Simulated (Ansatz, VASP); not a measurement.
CsSnI3: VASP beside Ansatz

```
CELL_PARAMETERS angstrom
6.36221 0.00000 0.00000
0.00000 6.36221 0.00000
0.00000 0.00000 6.36221
ATOMIC_POSITIONS crystal
Cs 0.00000 0.00000 0.00000
Sn 0.50000 0.50000 0.50000
I 0.00000 0.50000 0.50000
I 0.50000 0.00000 0.50000
I 0.50000 0.50000 0.00000
```

Alike in both runs: task single point; functional PBE; k mesh 4 × 4 × 4; no spin polarisation.

|  | VASP | Ansatz |
| --- | --- | --- |
| version | VASP 6.6.1 | Ansatz 0.2.0 |
| potentials or method | VASP PAW PBE potentials, release 64 (Cs_sv, Sn_d, I) | plane waves, PAW |
| plane-wave cutoff (eV) | 520 | 420 |
| occupations | gaussian, width 0.01 eV | fixed |
| valence electrons in the cell | 44 | 74 |

Ansatz gave:

| Item | Value |
| --- | --- |
| gap on the k mesh at the Fermi level (eV) | 0.62 |
| pressure (GPa) | -0.4 |

**Question.** What did VASP give for the same quantities?

**Answer.** gap on the k mesh at the Fermi level (eV): 0.61; pressure (GPa): -0.4.

VASP's potentials hold 44 valence electrons a cell and Ansatz's 74, so a difference there can come from the potentials and not from the codes.

Spin-orbit coupling is off throughout.
